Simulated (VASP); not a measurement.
Here is a VASP 6.6.1 calculation.

Contents of INCAR:

```
PREC     = Accurate       # precision mode
ENCUT    = 520            # plane-wave cutoff, eV
EDIFF    = 1E-7           # SCF threshold, eV
ISMEAR   = -1             # smearing method
SIGMA    = 0.1            # smearing width, eV
LREAL    = False          # projectors in reciprocal space
LASPH    = True           # aspherical terms in the spheres
NELM     = 100            # most SCF steps
ALGO     = Normal         # electronic algorithm
ISIF     = 2              # what is computed and relaxed
LWAVE    = False          # write WAVECAR
LCHARG   = False          # write CHGCAR
GGA      = PS             # functional
NBANDS   = 28             # bands
```

The input KPOINTS:

```
regular mesh
0
Gamma
  3 3 3
```

The input POSCAR:

```
Ti3Si
1.0
    0.0000000000      3.1443600000      3.1443600000
    3.1443600000      0.0000000000      3.1443600000
    3.1443600000      3.1443600000      0.0000000000
Ti Si
3 1
Direct
    0.7500000000      0.7500000000      0.7500000000
    0.2500000000      0.2500000000      0.2500000000
    0.0000000000      0.0000000000      0.0000000000
    0.5000000000      0.5000000000      0.5000000000
```

Potentials or basis: VASP PAW PBE potentials, release 64 (Ti_sv, Si).

Launch:

```sh
$ cat potpaw_PBE.64/Ti_sv/POTCAR potpaw_PBE.64/Si/POTCAR > POTCAR
$ mpirun -np 1 vasp_std > vasp.out
```

(1) What does it give for the pressure?

(2) What does it give for the band gap on the k mesh?

Results:

(1) -5.0 GPa.

(2) zero (band 20 reaches 9.31 eV, above the bottom of band 21 at 8.98 eV).

Caveat: the k points lie up to 0.58 Å⁻¹ apart; the PAW data sets were made with another functional, which shifts forces and pressure a little.
